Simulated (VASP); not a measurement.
Runs of VASP 6.6.1 on Ga2O3. The structure is that of space group R-3c (No. 167), or close to it. The cells are those of the table. 

```csv
cell,gap on the mesh (eV),pressure (GPa),largest force (eV/Å)
"a = 5.272 Å, angles 55.8°, 10 atoms",3.18,18.3,0.09
"a = 5.378 Å, angles 55.8°, 10 atoms",2.53,3.6,0.06
"a = 5.325 Å, angles 55.8°, 10 atoms",2.85,(c),0.07
"a = 5.219 Å, angles 55.8°, 10 atoms",(a),(b),0.10
"a = 5.165 Å, angles 55.8°, 10 atoms",3.88,37.5,0.12
```

Alike in all rows: task single point; level PBE; potentials or basis VASP PAW PBE potentials, release 64 (Ga_d, O); no spin polarisation; k mesh 6 × 6 × 6; cutoff (eV) 520; smearing fermi-dirac 0.02 eV.

Fill in the values left out.

(a) 3.52; (b) 27.3; (c) 10.5.

Caveats: the cell stands under pressure.

A k mesh can miss the band edges, and the runs leave out spin-orbit coupling on Ga.
